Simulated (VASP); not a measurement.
# N in VASP: notebook

The runs below take N through single point, with PBE.

Everything below comes from runs of VASP 6.6.1. Logs are shortened: lines on timing, memory, paths and dates and some standing lists are left out, and cuts for length are marked.

**1. The cell of the first run**

Symmetry: P6_3/mmc, No. 194, hexagonal system. Conventional cell: a = 2.553 Å, b = 2.553 Å, c = 2.478 Å, α = 90.00°, β = 90.00°, γ = 120.00°. Within 2.6 Å of N (site symmetry -6m2) lie 14 N at 1.93 to 2.55 Å.

**2. Single point, PBE (volume scaled by 1.04)**

INCAR

```
  ALGO = Normal
  EDIFF = 1E-6
  ENCUT = 520
  GGA = PE
  ISIF = 2
  ISMEAR = -1
  LASPH = T
  LCHARG = T
  LELF = T
  LREAL = F
  LVHAR = T
  LWAVE = F
  NBANDS = 12
  NELM = 100
  PREC = Accurate
  SIGMA = 0.05
```

KPOINTS

```
k-points
0
Gamma
  12 12 11
```

POSCAR

```
N
1.0
    2.5526285616      0.0000000000      0.0000000000
   -1.2763142808      2.2106411808      0.0000000000
    0.0000000000      0.0000000000      2.4781899281
N
2
Direct
    0.3333333333      0.6666666667      0.7500000000
    0.6666666667      0.3333333333      0.2500000000
```

Potentials or basis: VASP PAW PBE potentials, release 64 (N).

On the command line:

```console
$ cat potpaw_PBE.64/N/POTCAR > POTCAR
$ mpirun -np 1 vasp_std > vasp.out
```

OUTCAR:

```text
EDIFF = 1E-6
   ENCUT = 520
   GGA = PE
   ISIF = 2
   ISMEAR = -1
   LASPH = T
   LREAL = F
   NELM = 100
   PREC = Accurate

 ion  position               nearest neighbor table
   1  0.333  0.667  0.750-
   2  0.667  0.333  0.250-

  LATTYP: Found a hexagonal cell.
 ALAT       =     2.5526285616
 C/A-ratio  =     0.9708384390

  Lattice vectors:

 A1 = (   2.5526285616,   0.0000000000,   0.0000000000)
 A2 = (  -1.2763142808,   2.2106411808,   0.0000000000)
 A3 = (   0.0000000000,   0.0000000000,   2.4781899281)

Analysis of symmetry for initial positions (statically):
=====================================================================
 Subroutine PRICEL returns:
 Original cell was already a primitive cell.

 Routine SETGRP: Setting up the symmetry group for a
 hexagonal supercell.

 Subroutine GETGRP returns: Found 24 space group operations
 (whereof 12 operations were pure point group operations)
 out of a pool of 24 trial point group operations.

The static configuration has the point symmetry D_3d.
 The point group associated with its full space group is D_6h.

Analysis of symmetry for dynamics (positions and initial velocities):
=====================================================================
 Subroutine PRICEL returns:
 Original cell was already a primitive cell.

 Routine SETGRP: Setting up the symmetry group for a
 hexagonal supercell.

 Subroutine GETGRP returns: Found 24 space group operations
 (whereof 12 operations were pure point group operations)
 out of a pool of 24 trial point group operations.

The dynamic configuration has the point symmetry D_3d.
 The point group associated with its full space group is D_6h.

 Subroutine INISYM returns: Found 24 space group operations
 (whereof 12 operations are pure point group operations),
 and found     1 'primitive' translations

----------------------------------------------------------------------------------------

                                     Primitive cell

  volume of cell :      13.9843

  direct lattice vectors                    reciprocal lattice vectors
     2.552628562  0.000000000  0.000000000     0.391753040  0.226178723  0.000000000
    -1.276314281  2.210641181  0.000000000     0.000000000  0.452357447  0.000000000
     0.000000000  0.000000000  2.478189928     0.000000000  0.000000000  0.403520323

  length of vectors
     2.552628562  2.552628562  2.478189928     0.452357447  0.452357447  0.403520323

  position of ions in fractional coordinates (direct lattice)
     0.333333333  0.666666667  0.750000000
     0.666666667  0.333333333  0.250000000

  ion indices of the primitive-cell ions
   primitive index   ion index
                 1           1
                 2           2

----------------------------------------------------------------------------------------

 KPOINTS: k-points

Automatic generation of k-mesh.
 Grid dimensions read from file:
 generate k-points for:   12   12   11

 Generating k-lattice:

  Cartesian coordinates                     Fractional coordinates (reciprocal lattice)
     0.032646087  0.018848227  0.000000000     0.083333333  0.000000000  0.000000000
     0.000000000  0.037696454  0.000000000     0.000000000  0.083333333  0.000000000
     0.000000000  0.000000000  0.036683666     0.000000000  0.000000000  0.090909091

  Length of vectors
     0.037696454  0.037696454  0.036683666

  Shift w.r.t. Gamma in fractional coordinates (k-lattice)
     0.000000000  0.000000000  0.000000000

 Subroutine IBZKPT returns following result:
 ===========================================

 Found    114 irreducible k-points:

 Following reciprocal coordinates:
            Coordinates               Weight
  0.000000  0.000000  0.000000      1.000000
  0.083333  0.000000  0.000000      6.000000
  0.166667  0.000000  0.000000      6.000000
  0.250000  0.000000  0.000000      6.000000
  0.333333  0.000000  0.000000      6.000000
  0.416667  0.000000  0.000000      6.000000
[... 16 lines left out ...]
  0.250000  0.000000  0.090909     12.000000
  0.333333  0.000000  0.090909     12.000000
 [... further k-points ...]
   k-points           NKPTS =    114   k-points in BZ     NKDIM =    114   number of bands    NBANDS=     12
   number of dos      NEDOS =    301   number of ions     NIONS =      2
   total plane-waves  NPLWV =   7200
   dimension x,y,z NGX =    20 NGY =   20 NGZ =   18
   dimension x,y,z NGXF=    40 NGYF=   40 NGZF=   36
   ions per type =               2
   NGX,Y,Z   is equivalent  to a cutoff of  13.03, 13.03, 12.08 a.u.
   NGXF,Y,Z  is equivalent  to a cutoff of  26.05, 26.05, 24.15 a.u.
 SYSTEM =  unknown system
   PREC   = accura    normal or accurate (medium, high low for compatibility)
   ISTART =      0    job   : 0-new  1-cont  2-samecut
   ICHARG =      2    charge: 1-file 2-atom 10-const
   ISPIN  =      1    spin polarized calculation?
   LNONCOLLINEAR =      F non collinear calculations
   LSORBIT =      F    spin-orbit coupling
   LASPH  =      T    aspherical Exc in radial PAW
   ENCUT  =  520.0 eV  38.22 Ry    6.18 a.u.   4.75  4.75  4.61*2*pi/ulx,y,z
   NELM   =    100;   NELMIN=  2; NELMDL= -5     # of ELM steps
   EDIFF  = 0.1E-05   stopping-criterion for ELM
   LREAL  =      F    real-space projection
   EDIFFG = 0.1E-04   stopping-criterion for IOM
   NSW    =      0    number of steps for IOM
   IBRION =     -1    ionic relax: 0-MD 1-quasi-New 2-CG
   NFREE  =      0    steps in history (QN), initial steepest desc. (CG)
   ISIF   =      2    stress and relaxation
   ISYM   =      2    0-nonsym 1-usesym 2-fastsym
   POTIM  = 0.5000    time-step for ionic-motion
   TEBEG  =    0.0;   TEEND  =   0.0 temperature during run
   PSTRESS=    0.0 pullay stress
   NELECT =      10.0000    total number of electrons
   NUPDOWN=      -1.0000    fix difference up-down
   EMIN   =  10.00;   EMAX   =-10.00  energy-range for DOS
   EFERMI =   0.00;   METHOD = LEGACY
   ISMEAR =    -1;   SIGMA  =   0.05  broadening in eV -4-tet -1-fermi 0-gaus
   EFERMI_NEDOS =   21; number of points for ismear=-14 and -15
   IALGO  =     38    algorithm
   IMIX   =      4    mixing-type and parameters
     AMIX     =   0.40;   BMIX     =  1.00
     AMIX_MAG =   1.60;   BMIX_MAG =  1.00
  volume/ion in A,a.u.               =       6.99        47.19
  Fermi-wavevector in a.u.,A,eV,Ry     =   1.463956  2.766476 29.159558  2.143167
  Thomas-Fermi vector in A             =   2.579989
   LORBIT       =      0    0 simple, 1 ext, 2 COOP (PROOUT), +10 PAW based schemes
   GGA     = PE    functional components
   LHFCALC =     F    Hartree Fock is set to
   AEXX    =    0.0000 exact exchange contribution
   IVDW    =     0    specifies the selected vdW correction
   LEPSILON=     F    determine dielectric tensor
   LRPA    =     F    only Hartree local field effects (RPA)
 non-spin polarized calculation
  energy-cutoff  :      520.00
  volume of cell :       13.98
 maximum number of plane-waves:       405
 NGX is ok and might be reduce to    20
   NGX =  9   NGY =  9   NGZ =  9

 number of electron      10.0000001 magnetization

 Free energy of the ion-electron system (eV)
  ---------------------------------------------------
  ext. energy  EPLUGINS =         0.00000000
  ---------------------------------------------------
  free energy    TOTEN  =        -9.42250098 eV

  energy without entropy =       -9.41458002  energy(sigma->0) =       -9.41854050

 E-fermi :   6.4363     XC(G=0): -12.8235

 val. band max:        6.4262005782   @ k =   0.2500   0.0833   0.4545
 cond. band min:       6.4562535507   @ k =   0.2500   0.2500   0.0000
 fundamental gap:      0.0300529725
 Fermi energy:         6.4363200924

 k-point     1 :       0.0000    0.0000    0.0000
  band No.  band energies     occupation
      1     -15.0459      2.00000
      2       0.3837      2.00000
      3       1.8900      2.00000
      4       4.2160      2.00000
      5       4.2160      2.00000
      6       9.1929      0.00000
      7       9.1929      0.00000
      8      12.3321      0.00000
      9      21.0593      0.00000
     10      24.2171      0.00000
     11      31.4815      0.00000
     12      31.4815      0.00000

 k-point     2 :       0.0833    0.0000    0.0000
  band No.  band energies     occupation
      1     -14.8843      2.00000
      2      -0.0749      2.00000
      3       2.0213      2.00000
      4       3.9629      2.00000
      5       4.2140      2.00000
      6       9.1227      0.00000
      7       9.4337      0.00000
      8      12.1256      0.00000
      9      21.4474      0.00000
     10      24.1018      0.00000
     11      31.7029      0.00000
     12      31.7539      0.00000

 k-point     3 :       0.1667    0.0000    0.0000
  band No.  band energies     occupation
      1     -14.4038      2.00000
      2      -1.3223      2.00000
      3       2.4077      2.00000
      4       3.3757      2.00000
      5       4.2135      2.00000
      6       8.9728      0.00000
      7       9.9763      0.00000
      8      11.5378      0.00000
      9      22.2986      0.00000
     10      23.8835      0.00000
     11      32.4252      0.00000
     12      32.6049      0.00000
[... 286 lines left out ...]
 k-point    23 :       0.2500    0.0000    0.0909
  band No.  band energies     occupation
      1     -13.4603      2.00000
      2      -3.0986      2.00000
      3       1.7272      2.00000
      4       2.8596      2.00000
      5       5.3401      2.00000
      6       8.4823      0.00000
      7      10.3704      0.00000
      8      10.8185      0.00000
      9      22.3118      0.00000
     10      25.2903      0.00000
     11      33.4219      0.00000
     12      33.4952      0.00000

 k-point    24 :       0.3333    0.0000    0.0909
  band No.  band energies     occupation
      1     -12.4128      2.00000
      2      -4.8877      2.00000
      3       2.1583      2.00000
      4       2.3200      2.00000
      5       5.4588      2.00000
      6       7.9669      0.00000
      7      10.3397      0.00000
      8      10.7528      0.00000
      9      21.4417      0.00000
     10      27.3103      0.00000
     11      32.5688      0.00000
     12      34.2332      0.00000

 [... further k-points ...]
[... 5 lines left out ...]
  --------------------------------------------------------------------------------------
  -------------------------------------------------------------------------------------
  Total        0.5733667      0.5733667     -0.6456830      0.0000000      0.0000000     -0.0000000
  in kB       65.6905031     65.6905031    -73.9757638      0.0000000      0.0000000     -0.0000000
  external PRESSURE =      19.1350808 kB  Pullay stress =       0.0000000 kB

 VOLUME and BASIS-vectors are now :
 -----------------------------------------------------------------------------
  energy-cutoff  :      520.00
  volume of cell :       13.98
      direct lattice vectors                 reciprocal lattice vectors
     2.552628562  0.000000000  0.000000000     0.391753040  0.226178723  0.000000000
    -1.276314281  2.210641181  0.000000000     0.000000000  0.452357447  0.000000000
     0.000000000  0.000000000  2.478189928     0.000000000  0.000000000  0.403520323

 POSITION                                       TOTAL-FORCE (eV/Angst)
 -----------------------------------------------------------------------------------
     -0.00000      1.47376      1.85864        -0.000000      0.000000      0.000000
      1.27631      0.73688      0.61955         0.000000     -0.000000      0.000000
 -----------------------------------------------------------------------------------
    total drift:                               -0.000000      0.000000      0.000000

  FREE ENERGIE OF THE ION-ELECTRON SYSTEM (eV)
  ---------------------------------------------------
  free  energy   TOTEN  =        -9.4225009847 eV

  energy  without entropy=       -9.4145800188  energy(sigma->0) =       -9.41854050
```

Run time: 7.3 s. Hardware: 1 thread of Intel Xeon Platinum 8488C (Sapphire Rapids), shared host; peak memory 0.12 GiB.

What came out:

```yaml
Free_energy: -9.4225 eV
Pressure: 1.9 GPa
Band_gap_on_the_k_mesh: zero (band 5 reaches 7.47 eV, above the bottom of band 6 at 3.69 eV)
```

[end of part 1 of 2]
